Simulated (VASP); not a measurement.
# Hf (I4/mmm) in VASP: a series of runs

Runs on Hf. Level: PBEsol. Tasks: electric field gradients.

Program: VASP 6.6.1. These are calculated values, not measurements. Logs are shortened: lines on timing, memory, paths and dates and some standing lists are left out, and cuts for length are marked.

### 1 The cell of the first run

The structure is tetragonal, space group I4/mmm (No. 139). The conventional cell has a = 3.610 Å, b = 3.610 Å, c = 3.574 Å, α = 90.00°, β = 90.00°, γ = 90.00°. Hf (site symmetry 4/mmm) has 14 Hf at 3.12 to 3.61 Å within 4.1 Å.

This isn't the form of Hf at room conditions, which is hcp.

### 2 Electric field gradients, PBEsol (zz strain of -1 %)

Input file INCAR:

```
  PREC = Accurate
  ENCUT = 520
  EDIFF = 1E-8
  ISMEAR = -1
  SIGMA = 0.08
  LREAL = False
  LASPH = True
  NELM = 80
  ALGO = Normal
  ISIF = 2
  LWAVE = False
  LCHARG = False
  GGA = PS
  LEFG = True
  NBANDS = 11
```

Input file KPOINTS:

```
Automatic mesh
0
Gamma
  16 16 16
```

Input file POSCAR:

```
Hf
1.0
   -1.8050000000      1.8050000000      1.7869500000
    1.8050000000     -1.8050000000      1.7869500000
    1.8050000000      1.8050000000     -1.7869500000
Hf
1
Direct
    0.0000000000      0.0000000000      0.0000000000
```

Potentials or basis: VASP PAW PBE potentials, release 64 (Hf_pv).

The run is started by

```sh
$ cat potpaw_PBE.64/Hf_pv/POTCAR > POTCAR
$ mpirun -np 1 vasp_std > vasp.out
```

OUTCAR:

```text
PREC = Accurate
   ENCUT = 520
   EDIFF = 1E-8
   ISMEAR = -1
   LREAL = False
   LASPH = True
   NELM = 80
   ISIF = 2
   GGA = PS

 ion  position               nearest neighbor table
   1  0.000  0.000  0.000-

  LATTYP: Found a body centered tetragonal cell.
 ALAT       =     3.6100000000
 C/A-ratio  =     0.9900000000

  Lattice vectors:

 A1 = (  -1.8050000000,   1.8050000000,   1.7869500000)
 A2 = (   1.8050000000,  -1.8050000000,   1.7869500000)
 A3 = (   1.8050000000,   1.8050000000,  -1.7869500000)

Analysis of symmetry for initial positions (statically):
=====================================================================
 Subroutine PRICEL returns:
 Original cell was already a primitive cell.

 Routine SETGRP: Setting up the symmetry group for a
 body centered tetragonal supercell.

 Subroutine GETGRP returns: Found 16 space group operations
 (whereof 16 operations were pure point group operations)
 out of a pool of 16 trial point group operations.

The static configuration has the point symmetry D_4h.

Analysis of symmetry for dynamics (positions and initial velocities):
=====================================================================
 Subroutine PRICEL returns:
 Original cell was already a primitive cell.

 Routine SETGRP: Setting up the symmetry group for a
 body centered tetragonal supercell.

 Subroutine GETGRP returns: Found 16 space group operations
 (whereof 16 operations were pure point group operations)
 out of a pool of 16 trial point group operations.

The dynamic configuration has the point symmetry D_4h.

 Subroutine INISYM returns: Found 16 space group operations
 (whereof 16 operations are pure point group operations),
 and found     1 'primitive' translations

----------------------------------------------------------------------------------------

                                     Primitive cell

  volume of cell :      23.2877

  direct lattice vectors                    reciprocal lattice vectors
    -1.805000000  1.805000000  1.786950000     0.000000000  0.277008310  0.279806374
     1.805000000 -1.805000000  1.786950000     0.277008310  0.000000000  0.279806374
     1.805000000  1.805000000 -1.786950000     0.277008310  0.277008310  0.000000000

  length of vectors
     3.115965389  3.115965389  3.115965389     0.393732410  0.393732410  0.391748909

  position of ions in fractional coordinates (direct lattice)
     0.000000000  0.000000000  0.000000000

  ion indices of the primitive-cell ions
   primitive index   ion index
                 1           1

----------------------------------------------------------------------------------------

 KPOINTS: Automatic mesh

Automatic generation of k-mesh.
 Grid dimensions read from file:
 generate k-points for:   16   16   16

 Generating k-lattice:

  Cartesian coordinates                     Fractional coordinates (reciprocal lattice)
     0.000000000  0.017313019  0.017487898     0.062500000  0.000000000  0.000000000
     0.017313019  0.000000000  0.017487898     0.000000000  0.062500000  0.000000000
     0.017313019  0.017313019  0.000000000     0.000000000  0.000000000  0.062500000

  Length of vectors
     0.024608276  0.024608276  0.024484307

  Shift w.r.t. Gamma in fractional coordinates (k-lattice)
     0.000000000  0.000000000  0.000000000

 Subroutine IBZKPT returns following result:
 ===========================================

 Found    349 irreducible k-points:

 Following reciprocal coordinates:
            Coordinates               Weight
  0.000000  0.000000  0.000000      1.000000
  0.062500  0.000000 -0.000000      8.000000
  0.125000  0.000000 -0.000000      8.000000
  0.187500  0.000000 -0.000000      8.000000
  0.250000  0.000000 -0.000000      8.000000
  0.312500 -0.000000  0.000000      8.000000
[... 16 lines left out ...]
 -0.125000  0.062500  0.000000     16.000000
 -0.062500  0.062500  0.000000      4.000000
 [... further k-points ...]
   k-points           NKPTS =    349   k-points in BZ     NKDIM =    349   number of bands    NBANDS=     11
   number of dos      NEDOS =    301   number of ions     NIONS =      1
   total plane-waves  NPLWV =  13824
   dimension x,y,z NGX =    24 NGY =   24 NGZ =   24
   dimension x,y,z NGXF=    48 NGYF=   48 NGZF=   48
   ions per type =               1
   NGX,Y,Z   is equivalent  to a cutoff of  12.80, 12.80, 12.80 a.u.
   NGXF,Y,Z  is equivalent  to a cutoff of  25.61, 25.61, 25.61 a.u.
 SYSTEM =  unknown system
   PREC   = accura    normal or accurate (medium, high low for compatibility)
   ISTART =      0    job   : 0-new  1-cont  2-samecut
   ICHARG =      2    charge: 1-file 2-atom 10-const
   ISPIN  =      1    spin polarized calculation?
   LNONCOLLINEAR =      F non collinear calculations
   LSORBIT =      F    spin-orbit coupling
   LASPH  =      T    aspherical Exc in radial PAW
   ENCUT  =  520.0 eV  38.22 Ry    6.18 a.u.   5.79  5.79  5.79*2*pi/ulx,y,z
   NELM   =     80;   NELMIN=  2; NELMDL= -5     # of ELM steps
   EDIFF  = 0.1E-07   stopping-criterion for ELM
   LREAL  =      F    real-space projection
   EDIFFG = 0.1E-06   stopping-criterion for IOM
   NSW    =      0    number of steps for IOM
   IBRION =     -1    ionic relax: 0-MD 1-quasi-New 2-CG
   NFREE  =      0    steps in history (QN), initial steepest desc. (CG)
   ISIF   =      2    stress and relaxation
   ISYM   =      2    0-nonsym 1-usesym 2-fastsym
   POTIM  = 0.5000    time-step for ionic-motion
   TEBEG  =    0.0;   TEEND  =   0.0 temperature during run
   PSTRESS=    0.0 pullay stress
   NELECT =      10.0000    total number of electrons
   NUPDOWN=      -1.0000    fix difference up-down
   EMIN   =  10.00;   EMAX   =-10.00  energy-range for DOS
   EFERMI =   0.00;   METHOD = LEGACY
   ISMEAR =    -1;   SIGMA  =   0.08  broadening in eV -4-tet -1-fermi 0-gaus
   EFERMI_NEDOS =   21; number of points for ismear=-14 and -15
   IALGO  =     38    algorithm
   IMIX   =      4    mixing-type and parameters
     AMIX     =   0.40;   BMIX     =  1.00
     AMIX_MAG =   1.60;   BMIX_MAG =  1.00
  volume/ion in A,a.u.               =      23.29       157.15
  Fermi-wavevector in a.u.,A,eV,Ry     =   1.235092  2.333985 20.755030  1.525452
  Thomas-Fermi vector in A             =   2.369755
   LORBIT       =      0    0 simple, 1 ext, 2 COOP (PROOUT), +10 PAW based schemes
   GGA     = PS    functional components
   LHFCALC =     F    Hartree Fock is set to
   AEXX    =    0.0000 exact exchange contribution
   IVDW    =     0    specifies the selected vdW correction
   LEPSILON=     F    determine dielectric tensor
   LRPA    =     F    only Hartree local field effects (RPA)
 non-spin polarized calculation
  energy-cutoff  :      520.00
  volume of cell :       23.29
 maximum number of plane-waves:       650
   NGX = 11   NGY = 11   NGZ = 11

 number of electron      10.0000002 magnetization

 Free energy of the ion-electron system (eV)
  ---------------------------------------------------
  ext. energy  EPLUGINS =         0.00000000
  ---------------------------------------------------
  free energy    TOTEN  =       -10.29623522 eV

  energy without entropy =      -10.25304943  energy(sigma->0) =      -10.27464232

 E-fermi :   4.1531     XC(G=0): -11.2093

 val. band max:        4.1507652678   @ k =   0.3125   0.1250   0.1250
 cond. band min:       4.1551805736   @ k =  -0.3750   0.1250   0.0625
 fundamental gap:      0.0044153059
 Fermi energy:         4.1530878362

 k-point     1 :       0.0000    0.0000    0.0000
  band No.  band energies     occupation
      1     -25.7869      2.00000
      2     -25.7869      2.00000
      3     -25.7864      2.00000
      4      -2.7590      2.00000
      5       5.5584      0.00000
      6       5.6648      0.00000
      7       5.6648      0.00000
      8       8.2327      0.00000
      9       8.3797      0.00000
     10      17.2312      0.00000
     11      17.2312      0.00000

 k-point     2 :       0.0625    0.0000   -0.0000
  band No.  band energies     occupation
      1     -25.8158      2.00000
      2     -25.7962      2.00000
      3     -25.7868      2.00000
      4      -2.6201      2.00000
      5       5.5031      0.00000
      6       5.6267      0.00000
      7       5.7578      0.00000
      8       8.1547      0.00000
      9       8.3013      0.00000
     10      17.2459      0.00000
     11      17.4200      0.00000
[... 295 lines left out ...]
 k-point    24 :      -0.0625    0.0625    0.0000
  band No.  band energies     occupation
      1     -25.8161      2.00000
      2     -25.7954      2.00000
      3     -25.7868      2.00000
      4      -2.6215      2.00000
      5       5.5254      0.00000
      6       5.5704      0.00000
      7       5.7997      0.00000
      8       8.0776      0.00000
      9       8.3750      0.00000
     10      17.2458      0.00000
     11      17.3630      0.00000

 [... further k-points ...]
[... 5 lines left out ...]
  --------------------------------------------------------------------------------------
  -------------------------------------------------------------------------------------
  Total       -1.2048700     -1.2048700     -1.2717850      0.0000000     -0.0000000     -0.0000000
  in kB      -82.8941654    -82.8941654    -87.4978687      0.0000000     -0.0000000     -0.0000000
  external PRESSURE =     -84.4287332 kB  Pullay stress =       0.0000000 kB

 VOLUME and BASIS-vectors are now :
 -----------------------------------------------------------------------------
  energy-cutoff  :      520.00
  volume of cell :       23.29
      direct lattice vectors                 reciprocal lattice vectors
    -1.805000000  1.805000000  1.786950000     0.000000000  0.277008310  0.279806374
     1.805000000 -1.805000000  1.786950000     0.277008310  0.000000000  0.279806374
     1.805000000  1.805000000 -1.786950000     0.277008310  0.277008310  0.000000000

 POSITION                                       TOTAL-FORCE (eV/Angst)
 -----------------------------------------------------------------------------------
      0.00000      0.00000      0.00000        -0.000000      0.000000      0.000000
 -----------------------------------------------------------------------------------
    total drift:                                0.000000      0.000000      0.000000

  FREE ENERGIE OF THE ION-ELECTRON SYSTEM (eV)
  ---------------------------------------------------
  free  energy   TOTEN  =       -10.2962352166 eV

  energy  without entropy=      -10.2530494275  energy(sigma->0) =      -10.27464232

 Electric field gradients (V/A^2)
---------------------------------------------------------------------
 ion       V_xx      V_yy      V_zz      V_xy      V_xz      V_yz
---------------------------------------------------------------------
   1      -0.012    -0.012     0.024    -0.000    -0.000    -0.000
---------------------------------------------------------------------

 Electric field gradients after diagonalization (V/A^2)
 (convention: |V_zz| > |V_xx| > |V_yy|)
----------------------------------------------------------------------
 ion       V_xx      V_yy      V_zz     asymmetry (V_yy - V_xx)/ V_zz
----------------------------------------------------------------------
   1      -0.012    -0.012     0.024       0.022
----------------------------------------------------------------------

           NMR quadrupolar parameters

 Cq : quadrupolar parameter    Cq=e*Q*V_zz/h
 eta: asymmetry parameters     (V_yy - V_xx)/ V_zz
 Q  : nuclear electric quadrupole moment in mb (millibarn)
----------------------------------------------------------------------
 ion       Cq(MHz)       eta       Q (mb)
----------------------------------------------------------------------
   1       0.000       0.022       1.000
----------------------------------------------------------------------
```

Wall time 29 s (1 thread of Intel Xeon 6975P-C (Granite Rapids), shared host); peak memory 0.21 GiB.

Results:

| Property | Result |
| --- | --- |
| Free energy | -10.2962 eV |
| Pressure | -8.4 GPa |
| Band gap on the k mesh | zero (bands 5 and 6 overlap by 2.17 eV) |
| Largest electric field gradient by atom | zero within the noise of the run |

Caveat: the cell differs from its parent crystal (zz strain of -1 %); the cell stands under tension; the PAW data sets were made with another functional, which shifts forces and pressure a little; spin-orbit coupling is left out, which moves the levels of the heavy elements.

### 3 Electric field gradients, PBEsol (zz strain of -1 %)

Input file INCAR:

```
SYSTEM = Hf
PREC = Accurate
ENCUT = 520
EDIFF = 1E-8
ISMEAR = -1
SIGMA = 0.08
LREAL = .FALSE.
LASPH = .TRUE.
NELM = 60
ALGO = Normal
ISIF = 2
LWAVE = .FALSE.
LCHARG = .FALSE.
GGA = PS
LEFG = .TRUE.
NBANDS = 11
```

Input file KPOINTS:

```
Automatic mesh
0
G
  16 16 16
  0 0 0
```

POSCAR is that of step 2.

Potentials or basis: VASP PAW PBE potentials, release 64 (Hf_pv).

The run is started by

```sh
$ cat potpaw_PBE.64/Hf_pv/POTCAR > POTCAR
$ mpirun -np 1 vasp_std > vasp.out
```

OUTCAR:

```text
SYSTEM = Hf
   PREC = Accurate
   ENCUT = 520
   EDIFF = 1E-8
   ISMEAR = -1
   LREAL = .FALSE.
   LASPH = .TRUE.
   NELM = 60
   ISIF = 2
   GGA = PS

 ion  position               nearest neighbor table
   1  0.000  0.000  0.000-

  LATTYP: Found a body centered tetragonal cell.
 ALAT       =     3.6100000000
 C/A-ratio  =     0.9900000000

  Lattice vectors:

 A1 = (  -1.8050000000,   1.8050000000,   1.7869500000)
 A2 = (   1.8050000000,  -1.8050000000,   1.7869500000)
 A3 = (   1.8050000000,   1.8050000000,  -1.7869500000)

Analysis of symmetry for initial positions (statically):
[... 538 lines left out ...]
    total drift:                                0.000000      0.000000      0.000000

  FREE ENERGIE OF THE ION-ELECTRON SYSTEM (eV)
  ---------------------------------------------------
  free  energy   TOTEN  =       -10.2962352166 eV

  energy  without entropy=      -10.2530494275  energy(sigma->0) =      -10.27464232

 Electric field gradients (V/A^2)
---------------------------------------------------------------------
 ion       V_xx      V_yy      V_zz      V_xy      V_xz      V_yz
---------------------------------------------------------------------
   1      -0.012    -0.012     0.024    -0.000    -0.000    -0.000
---------------------------------------------------------------------

 Electric field gradients after diagonalization (V/A^2)
 (convention: |V_zz| > |V_xx| > |V_yy|)
----------------------------------------------------------------------
 ion       V_xx      V_yy      V_zz     asymmetry (V_yy - V_xx)/ V_zz
----------------------------------------------------------------------
   1      -0.012    -0.012     0.024       0.022
----------------------------------------------------------------------

           NMR quadrupolar parameters

 Cq : quadrupolar parameter    Cq=e*Q*V_zz/h
 eta: asymmetry parameters     (V_yy - V_xx)/ V_zz
 Q  : nuclear electric quadrupole moment in mb (millibarn)
----------------------------------------------------------------------
 ion       Cq(MHz)       eta       Q (mb)
----------------------------------------------------------------------
   1       0.000       0.022       1.000
----------------------------------------------------------------------
```

OSZICAR:

```text
N       E                     dE             d eps       ncg     rms          rms(c)
DAV:   1     0.122448622303E+02    0.12245E+02   -0.57025E+03  7726   0.833E+02
DAV:   2    -0.102571783771E+02   -0.22502E+02   -0.21777E+02  9679   0.153E+02
DAV:   3    -0.107029661551E+02   -0.44579E+00   -0.44051E+00  9564   0.148E+01
DAV:   4    -0.107048714270E+02   -0.19053E-02   -0.19048E-02  8664   0.118E+00
DAV:   5    -0.107048826217E+02   -0.11195E-04   -0.11195E-04  9749   0.794E-02    0.444E+01
DAV:   6    -0.103968324602E+02    0.30805E+00   -0.26075E-01  8581   0.363E+00    0.255E+01
DAV:   7    -0.103003292055E+02    0.96503E-01   -0.33397E-01  8782   0.398E+00    0.111E+00
DAV:   8    -0.102962244766E+02    0.41047E-02   -0.22777E-02  8557   0.106E+00    0.871E-02
DAV:   9    -0.102962322696E+02   -0.77930E-05   -0.27709E-04  9956   0.151E-01    0.491E-02
DAV:  10    -0.102962354568E+02   -0.31872E-05   -0.15413E-05  9188   0.297E-02    0.286E-02
DAV:  11    -0.102962352686E+02    0.18820E-06   -0.22449E-06  9235   0.111E-02    0.156E-03
DAV:  12    -0.102962352538E+02    0.14756E-07   -0.32791E-08  9039   0.168E-03    0.157E-03
DAV:  13    -0.102962352144E+02    0.39394E-07   -0.16216E-09  5396   0.342E-04    0.148E-04
DAV:  14    -0.102962352166E+02   -0.21621E-08   -0.16091E-10  4877   0.119E-04
   1 F= -.10296235E+02 E0= -.10274642E+02  d E =-.431858E-01
```

stdout:

```text
POSCAR found type information on POSCAR Hf
 POSCAR found :  1 types and       1 ions
 scaLAPACK will be used
 -----------------------------------------------------------------------------
|                                                                             |
|                                                                             |
|     You enforced a specific xc type in the INCAR file but a different       |
|     I HOPE YOU KNOW WHAT YOU ARE DOING!                                     |
|                                                                             |
 -----------------------------------------------------------------------------

 LDA part: xc-table for (Slater+PW92), standard interpolation
 POSCAR, INCAR and KPOINTS ok, starting setup
 FFT: planning ... GRIDC
 FFT: planning ... GRID_SOFT
 FFT: planning ... GRID
 WAVECAR not read
 entering main loop
ion   1
```

Run time: 33 s. Hardware: 1 thread of Intel Xeon 6975P-C (Granite Rapids), shared host; peak memory 0.21 GiB.

Results:

```yaml
Free_energy: -10.2962 eV
Pressure: -8.4 GPa
Band_gap_on_the_k_mesh: zero (bands 5 and 6 overlap by 2.17 eV)
Largest_electric_field_gradient_by_atom: zero within the noise of the run
```

Levels at points of the mesh, in eV from the Fermi level:
```tsv
k point	band 2	band 3	band 4	band 5	band 6	band 7	band 8	band 9
(0.00, 0.00, 0.00)	-29.94	-29.94	-6.91	1.41	1.51	1.51	4.08	4.23
(0.50, 0.00, 0.00)	-30.18	-29.94	-3.26	-0.48	0.97	3.99	4.95	7.27
(0.50, 0.50, 0.00)	-30.17	-29.94	-3.27	-0.37	0.91	3.86	4.87	7.24
(0.50, 0.50, 0.50)	-30.45	-30.44	-2.41	-2.39	6.47	6.47	6.50	6.84
```

Caveat: the cell differs from its parent crystal (zz strain of -1 %); the cell stands under tension; the PAW data sets were made with another functional, which shifts forces and pressure a little; spin-orbit coupling is left out, which moves the levels of the heavy elements.
